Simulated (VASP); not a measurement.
Crystal: CO2.

```xyz
6
Lattice="4.1926 0.0000 0.0000 0.0000 4.1926 0.0000 0.0000 0.0000 4.6051" Properties=species:S:1:pos:R:3 pbc="T T T"
C     2.0963    2.0963    2.3026
C     0.0000    0.0000    0.0000
O     1.2757    2.9169    2.3026
O     2.9169    1.2757    2.3026
O     0.8206    0.8206    0.0000
O     3.3719    3.3719    0.0000
```

Base run:

| Quantity | Value |
| --- | --- |
| Program | VASP 6.6.1 |
| Functional | PBE |
| Potentials or basis | VASP PAW PBE potentials, release 64 (C, O) |
| Cutoff | 520 eV |
| k mesh | 4 × 4 × 4 |
| Occupations | gaussian, width 0.01 eV |
| Spin | no spin polarisation |

Its results: band gap on the k mesh 6.66 eV, indirect (least direct gap 7.16 eV); pressure 6.6 GPa; largest force 1.441 eV/Å.

Q: The run is repeated on the same cell with these changes: functional from PBE to HSE06; further incar settings from ALGO = Normal; EDIFF = 1e-07; NBANDS = 25 to ALGO = Normal; EDIFF = 1e-06; NBANDS = 25. What comes out?

A: Band gap on the k mesh 8.40 eV, indirect (least direct gap 8.93 eV); pressure 2.0 GPa; largest force 0.073 eV/Å.

Caveats: forces of over 1 eV/Å act on the atoms, so gaps and moduli don't describe the material at rest (some runs); the PAW data sets were made with another functional, which shifts forces and pressure a little (some runs).

A k mesh can miss the band edges.
